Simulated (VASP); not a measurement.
# BeSi (L10 type) (P4/mmm) in VASP: further runs

The runs below take BeSi (L10 type) through single point, relaxation of cell and atoms, with PBE.

Everything below comes from runs of VASP 6.6.1. Logs are shortened: lines on timing, memory, paths and dates and some standing lists are left out, and cuts for length are marked.

## Step 1: The cell of the first run

It takes space group P4/mmm (No. 123, tetragonal). The conventional cell has a = 2.556 Å, b = 2.556 Å, c = 3.420 Å, α = 90.00°, β = 90.00°, γ = 90.00°. Within 3.7 Å of Be (site symmetry 4/mmm) lie 8 Si at 2.49 Å and 10 Be at 2.56 to 3.61 Å. Si (site symmetry 4/mmm) has 8 Be at 2.49 Å and 10 Si at 2.56 to 3.61 Å within 3.7 Å.

## Step 2: Single point, PBE

INCAR

```
SYSTEM = BeSi
  PREC = Accurate
  ENCUT = 520
  EDIFF = 1E-7
  ISMEAR = -1
  SIGMA = 0.15
  LREAL = .FALSE.
  LASPH = .TRUE.
  NELM = 60
  ALGO = Normal
  ISIF = 2
  LWAVE = .FALSE.
  LCHARG = .FALSE.
  GGA = PE
  NBANDS = 10
```

KPOINTS

```
Automatic mesh
0
G
  14 14 11
  0 0 0
```

POSCAR

```
BeSi
1.0
    2.5556768585      0.0000000000      0.0000000000
    0.0000000000      2.5556768585      0.0000000000
    0.0000000000      0.0000000000      3.4196826506
Be Si
1 1
Direct
    0.0000000000      0.0000000000      0.0000000000
    0.5000000000      0.5000000000      0.5000000000
```

Potentials or basis: VASP PAW PBE potentials, release 64 (Be, Si).

On the command line:

```console
$ cat potpaw_PBE.64/Be/POTCAR potpaw_PBE.64/Si/POTCAR > POTCAR
$ mpirun -np 1 vasp_std > vasp.out
```

OUTCAR:

```text
SYSTEM = BeSi
   PREC = Accurate
   ENCUT = 520
   EDIFF = 1E-7
   ISMEAR = -1
   LREAL = .FALSE.
   LASPH = .TRUE.
   NELM = 60
   ISIF = 2
   GGA = PE

 ion  position               nearest neighbor table
   1  0.000  0.000  0.000-   2 2.49   2 2.49   2 2.49   2 2.49   2 2.49   2 2.49   2 2.49   2 2.49

   2  0.500  0.500  0.500-   1 2.49   1 2.49   1 2.49   1 2.49   1 2.49   1 2.49   1 2.49   1 2.49

  LATTYP: Found a simple tetragonal cell.
 ALAT       =     2.5556768585
 C/A-ratio  =     1.3380731759

  Lattice vectors:

 A1 = (   2.5556768585,   0.0000000000,   0.0000000000)
 A2 = (   0.0000000000,   2.5556768585,   0.0000000000)
 A3 = (   0.0000000000,   0.0000000000,   3.4196826506)

Analysis of symmetry for initial positions (statically):
=====================================================================
 Subroutine PRICEL returns:
 Original cell was already a primitive cell.

 Routine SETGRP: Setting up the symmetry group for a
 simple tetragonal supercell.

 Subroutine GETGRP returns: Found 16 space group operations
 (whereof 16 operations were pure point group operations)
 out of a pool of 16 trial point group operations.

The static configuration has the point symmetry D_4h.

Analysis of symmetry for dynamics (positions and initial velocities):
=====================================================================
 Subroutine PRICEL returns:
 Original cell was already a primitive cell.

 Routine SETGRP: Setting up the symmetry group for a
 simple tetragonal supercell.

 Subroutine GETGRP returns: Found 16 space group operations
 (whereof 16 operations were pure point group operations)
 out of a pool of 16 trial point group operations.

The dynamic configuration has the point symmetry D_4h.

 Subroutine INISYM returns: Found 16 space group operations
 (whereof 16 operations are pure point group operations),
 and found     1 'primitive' translations

----------------------------------------------------------------------------------------

                                     Primitive cell

  volume of cell :      22.3356

  direct lattice vectors                    reciprocal lattice vectors
     2.555676859  0.000000000  0.000000000     0.391285775  0.000000000  0.000000000
     0.000000000  2.555676859  0.000000000     0.000000000  0.391285775  0.000000000
     0.000000000  0.000000000  3.419682651     0.000000000  0.000000000  0.292424796

  length of vectors
     2.555676859  2.555676859  3.419682651     0.391285775  0.391285775  0.292424796

  position of ions in fractional coordinates (direct lattice)
     0.000000000  0.000000000  0.000000000
     0.500000000  0.500000000  0.500000000

  ion indices of the primitive-cell ions
   primitive index   ion index
                 1           1
                 2           2

----------------------------------------------------------------------------------------

 KPOINTS: Automatic mesh

Automatic generation of k-mesh.
 Grid dimensions read from file:
 generate k-points for:   14   14   11

 Generating k-lattice:

  Cartesian coordinates                     Fractional coordinates (reciprocal lattice)
     0.027948984  0.000000000  0.000000000     0.071428571  0.000000000  0.000000000
     0.000000000  0.027948984  0.000000000     0.000000000  0.071428571  0.000000000
     0.000000000  0.000000000  0.026584072     0.000000000  0.000000000  0.090909091

  Length of vectors
     0.027948984  0.027948984  0.026584072

  Shift w.r.t. Gamma in fractional coordinates (k-lattice)
     0.000000000  0.000000000  0.000000000

 Subroutine IBZKPT returns following result:
 ===========================================

 Found    216 irreducible k-points:

 Following reciprocal coordinates:
            Coordinates               Weight
  0.000000  0.000000  0.000000      1.000000
  0.071429  0.000000  0.000000      4.000000
  0.142857  0.000000  0.000000      4.000000
  0.214286  0.000000  0.000000      4.000000
  0.285714  0.000000  0.000000      4.000000
  0.357143  0.000000  0.000000      4.000000
[... 16 lines left out ...]
  0.285714  0.214286  0.000000      8.000000
  0.357143  0.214286  0.000000      8.000000
 [... further k-points ...]
   k-points           NKPTS =    216   k-points in BZ     NKDIM =    216   number of bands    NBANDS=     10
   number of dos      NEDOS =    301   number of ions     NIONS =      2
   total plane-waves  NPLWV =  11200
   dimension x,y,z NGX =    20 NGY =   20 NGZ =   28
   dimension x,y,z NGXF=    40 NGYF=   40 NGZF=   56
   ions per type =               1   1
   NGX,Y,Z   is equivalent  to a cutoff of  13.01, 13.01, 13.61 a.u.
   NGXF,Y,Z  is equivalent  to a cutoff of  26.02, 26.02, 27.22 a.u.
 SYSTEM =  BeSi
   PREC   = accura    normal or accurate (medium, high low for compatibility)
   ISTART =      0    job   : 0-new  1-cont  2-samecut
   ICHARG =      2    charge: 1-file 2-atom 10-const
   ISPIN  =      1    spin polarized calculation?
   LNONCOLLINEAR =      F non collinear calculations
   LSORBIT =      F    spin-orbit coupling
   LASPH  =      T    aspherical Exc in radial PAW
   ENCUT  =  520.0 eV  38.22 Ry    6.18 a.u.   4.75  4.75  6.36*2*pi/ulx,y,z
   NELM   =     60;   NELMIN=  2; NELMDL= -5     # of ELM steps
   EDIFF  = 0.1E-06   stopping-criterion for ELM
   LREAL  =      F    real-space projection
   EDIFFG = 0.1E-05   stopping-criterion for IOM
   NSW    =      0    number of steps for IOM
   IBRION =     -1    ionic relax: 0-MD 1-quasi-New 2-CG
   NFREE  =      0    steps in history (QN), initial steepest desc. (CG)
   ISIF   =      2    stress and relaxation
   ISYM   =      2    0-nonsym 1-usesym 2-fastsym
   POTIM  = 0.5000    time-step for ionic-motion
   TEBEG  =    0.0;   TEEND  =   0.0 temperature during run
   PSTRESS=    0.0 pullay stress
   NELECT =       6.0000    total number of electrons
   NUPDOWN=      -1.0000    fix difference up-down
   EMIN   =  10.00;   EMAX   =-10.00  energy-range for DOS
   EFERMI =   0.00;   METHOD = LEGACY
   ISMEAR =    -1;   SIGMA  =   0.15  broadening in eV -4-tet -1-fermi 0-gaus
   EFERMI_NEDOS =   21; number of points for ismear=-14 and -15
   IALGO  =     38    algorithm
   IMIX   =      4    mixing-type and parameters
     AMIX     =   0.40;   BMIX     =  1.00
     AMIX_MAG =   1.60;   BMIX_MAG =  1.00
  volume/ion in A,a.u.               =      11.17        75.36
  Fermi-wavevector in a.u.,A,eV,Ry     =   1.056313  1.996142 15.181346  1.115797
  Thomas-Fermi vector in A             =   2.191544
   LORBIT       =      0    0 simple, 1 ext, 2 COOP (PROOUT), +10 PAW based schemes
   GGA     = PE    functional components
   LHFCALC =     F    Hartree Fock is set to
   AEXX    =    0.0000 exact exchange contribution
   IVDW    =     0    specifies the selected vdW correction
   LEPSILON=     F    determine dielectric tensor
   LRPA    =     F    only Hartree local field effects (RPA)
 non-spin polarized calculation
  energy-cutoff  :      520.00
  volume of cell :       22.34
 maximum number of plane-waves:       617
 NGX is ok and might be reduce to    20
   NGX =  9   NGY =  9   NGZ = 13

 number of electron       6.0000000 magnetization

 Free energy of the ion-electron system (eV)
  ---------------------------------------------------
  ext. energy  EPLUGINS =         0.00000000
  ---------------------------------------------------
  free energy    TOTEN  =        -8.43262046 eV

  energy without entropy =       -8.38635928  energy(sigma->0) =       -8.40948987

 E-fermi :   9.2978     XC(G=0): -10.9799

 val. band max:        9.2932917147   @ k =   0.3571   0.2143   0.4545
 cond. band min:       9.3141429343   @ k =   0.5000   0.3571   0.1818
 fundamental gap:      0.0208512196
 Fermi energy:         9.2978313220

 k-point     1 :       0.0000    0.0000    0.0000
  band No.  band energies     occupation
      1      -4.6361      2.00000
      2       5.6915      2.00000
      3       9.3871      0.71079
      4      14.3553      0.00000
      5      14.3553      0.00000
      6      15.7702      0.00000
      7      20.9379      0.00000
      8      23.9450      0.00000
      9      24.1089      0.00000
     10      24.1089      0.00000

 k-point     2 :       0.0714    0.0000    0.0000
  band No.  band energies     occupation
      1      -4.5292      2.00000
      2       5.7996      2.00000
      3       9.4350      0.57222
      4      12.7279      0.00000
      5      14.4553      0.00000
      6      17.0757      0.00000
      7      21.3983      0.00000
      8      22.8144      0.00000
      9      23.5647      0.00000
     10      24.1162      0.00000

 k-point     3 :       0.1429    0.0000    0.0000
  band No.  band energies     occupation
      1      -4.2092      2.00000
      2       6.1239      2.00000
      3       9.3492      0.83033
      4      10.8132      0.00008
      5      14.7547      0.00000
      6      18.2488      0.00000
      7      20.7193      0.00000
      8      21.5294      0.00000
      9      23.7773      0.00000
     10      24.0889      0.00000

 k-point     4 :       0.2143    0.0000    0.0000
  band No.  band energies     occupation
      1      -3.6784      2.00000
      2       6.6640      2.00000
      3       7.8693      1.99985
      4      10.5086      0.00062
      5      15.2514      0.00000
      6      18.4960      0.00000
      7      18.9372      0.00000
      8      20.2947      0.00000
      9      23.8485      0.00000
     10      25.9788      0.00000
[... 222 lines left out ...]
 k-point    22 :       0.2143    0.2143    0.0000
  band No.  band energies     occupation
      1      -2.7215      2.00000
      2       7.6353      1.99997
      3       8.0213      1.99960
      4       9.5987      0.23724
      5      12.0636      0.00000
      6      18.5192      0.00000
      7      18.9789      0.00000
      8      20.3447      0.00000
      9      20.9110      0.00000
     10      24.3802      0.00000

 k-point    23 :       0.2857    0.2143    0.0000
  band No.  band energies     occupation
      1      -1.9853      2.00000
      2       6.5758      2.00000
      3       8.3895      1.99532
      4       9.9357      0.02806
      5      12.3535      0.00000
      6      17.0952      0.00000
      7      18.1349      0.00000
      8      18.5548      0.00000
      9      20.8594      0.00000
     10      24.1187      0.00000

 k-point    24 :       0.3571    0.2143    0.0000
  band No.  band energies     occupation
      1      -1.0535      2.00000
      2       4.8260      2.00000
      3       9.3570      0.80515
      4      10.8104      0.00008
      5      12.8910      0.00000
      6      15.2588      0.00000
      7      16.6435      0.00000
      8      17.2558      0.00000
      9      21.6117      0.00000
     10      24.3465      0.00000

 [... further k-points ...]

------------------------ aborting loop because EDIFF is reached ----------------------------------------

  FORCE on cell =-STRESS in cart. coord.  units (eV):
  Direction    XX          YY          ZZ          XY          YZ          ZX
  --------------------------------------------------------------------------------------
  -------------------------------------------------------------------------------------
  Total       -0.0269555     -0.0269555      0.0751453      0.0000000      0.0000000      0.0000000
  in kB       -1.9335750     -1.9335750      5.3903187      0.0000000      0.0000000      0.0000000
  external PRESSURE =       0.5077229 kB  Pullay stress =       0.0000000 kB

 VOLUME and BASIS-vectors are now :
 -----------------------------------------------------------------------------
  energy-cutoff  :      520.00
  volume of cell :       22.34
      direct lattice vectors                 reciprocal lattice vectors
     2.555676859  0.000000000  0.000000000     0.391285775  0.000000000  0.000000000
     0.000000000  2.555676859  0.000000000     0.000000000  0.391285775  0.000000000
     0.000000000  0.000000000  3.419682651     0.000000000  0.000000000  0.292424796

 POSITION                                       TOTAL-FORCE (eV/Angst)
 -----------------------------------------------------------------------------------
      0.00000      0.00000      0.00000         0.000000      0.000000      0.000000
      1.27784      1.27784      1.70984         0.000000      0.000000      0.000000
 -----------------------------------------------------------------------------------
    total drift:                                0.000000     -0.000000     -0.000000

  FREE ENERGIE OF THE ION-ELECTRON SYSTEM (eV)
  ---------------------------------------------------
  free  energy   TOTEN  =        -8.4326204584 eV

  energy  without entropy=       -8.3863592764  energy(sigma->0) =       -8.40948987
```

Wall time 68 s (1 thread of Intel Xeon 8259CL, shared host); peak memory 0.16 GiB.

What came out:

```yaml
Free_energy: -8.4326 eV
Pressure: 0.1 GPa
Band_gap_on_the_k_mesh: zero (bands 3 and 4 overlap by 9.89 eV)
```

## Step 3: Relaxation of cell and atoms, PBE

This run uses another cell than the first one, of 11.12 Å³/atom.

INCAR

```
SYSTEM = BeSi
PREC = Accurate
ENCUT = 600
EDIFF = 1E-6
ISMEAR = -1
SIGMA = 0.05
LREAL = .FALSE.
LASPH = .TRUE.
NELM = 100
ALGO = Normal
ISIF = 3
LWAVE = .FALSE.
LCHARG = .FALSE.
GGA = PE
IBRION = 2
NSW = 100
EDIFFG = -0.005
```

KPOINTS is that of step 2.

POSCAR

```
BeSi
1.0
    2.5385139928      0.0000000000      0.0000000000
    0.0000000000      2.5385139928      0.0000000000
    0.0000000000      0.0000000000      3.4523790302
Be Si
1 1
Direct
    0.0000000000      0.0000000000      0.0000000000
    0.5000000000      0.5000000000      0.5000000000
```

Potentials or basis: VASP PAW PBE potentials, release 64 (Be, Si).

On the command line:

```console
$ cat potpaw_PBE.64/Be/POTCAR potpaw_PBE.64/Si/POTCAR > POTCAR
$ mpirun -np 1 vasp_std > vasp.out
```

Wall time 2.7 min (1 thread of Intel Xeon 8259CL, shared host); peak memory 0.16 GiB.

It converged, with:

- Free energy: -8.4125 eV
- Relaxed volume: 11.17 Å³/atom
- Relaxed cell: a = 2.556 Å, b = 2.556 Å, c = 3.420 Å, α = 90.00°, β = 90.00°, γ = 90.00°
- Space group after relaxing (to 0.1 Å): P4/mmm (No. 123)
- Energy gained by relaxing: 0.7 meV/atom
- Ionic steps: 7
- Pressure after relaxing: -0.1 GPa
- Band gap on the k mesh: zero (bands 3 and 4 overlap by 9.89 eV)

Step by step:
```
step  energy change (eV)  largest force (eV/Å)  pressure (GPa)  volume (Å³)
   1              0.0000                0.0000            0.08        22.25
   2             -0.0008                0.0000            0.08        22.27
   3             -0.0014                0.0000            0.15        22.30
   4             -0.0014                0.0000            0.14        22.30
   5             -0.0014                0.0000            0.15        22.30
   6             -0.0014                0.0000            0.14        22.30
   7             -0.0014                0.0000           -0.05        22.34
```

Final structure:
```
Be Si
1.0
     2.55622    0.00000    0.00000
     0.00000    2.55622    0.00000
     0.00000    0.00000    3.41966
Be Si
1 1
Direct
  0.00000 0.00000 0.00000
  0.50000 0.50000 0.50000
```

Levels at points of the mesh, in eV from the Fermi level:
| k point | band 1 | band 2 | band 3 | band 4 | band 5 | band 6 |
| --- | --- | --- | --- | --- | --- | --- |
| (0.00, 0.00, 0.00) | -13.93 | -3.61 | 0.09 | 5.05 | 5.05 | 6.47 |
| (0.50, 0.00, 0.00) | -9.43 | -7.95 | 1.56 | 1.78 | 3.44 | 6.24 |
| (0.50, 0.50, 0.00) | -4.71 | -4.71 | -3.12 | -0.81 | 5.81 | 6.21 |
